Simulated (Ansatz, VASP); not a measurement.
## HgTe in VASP and in Ansatz

```
Hg Te
1.0
     0.00000    3.28641    3.28641
     3.28641    0.00000    3.28641
     3.28641    3.28641    0.00000
Hg Te
1 1
Direct
  0.00000 0.00000 0.00000
  0.25000 0.25000 0.25000
```

Alike in both runs: functional r2SCAN; k mesh 12 × 12 × 12; occupations gaussian, width 0.1 eV; no spin polarisation.

Ansatz relaxed the structure, and its values are those at the end. VASP's run is a single point on that final structure, the one shown.

|  | VASP | Ansatz |
| --- | --- | --- |
| version | VASP 6.6.1 | Ansatz 0.2.0 |
| potentials or method | VASP PAW PBE potentials, release 64 (Hg, Te), cutoff 520 eV | scalar-relativistic, plane waves, PAW |
| valence electrons in the cell | 18 | 36 |

Ansatz gave:

| Quantity | Value |
| --- | --- |
| gap on the k mesh at the Fermi level (eV) | none |
| pressure (GPa) | 0.0 |

Problem. What did VASP give for the same quantities?

Solution. gap on the k mesh at the Fermi level (eV): none; pressure (GPa): 0.1.

VASP's potentials were made for PBE, not for r2SCAN. A gap of «none» marks a metal or a gap that the smearing closes. The functional is the same, so the differences come from potentials, cutoffs and numerics. VASP's potentials hold 18 valence electrons a cell and Ansatz's 36, so a difference there can come from the potentials and not from the codes.

Neither program's run includes spin-orbit coupling.
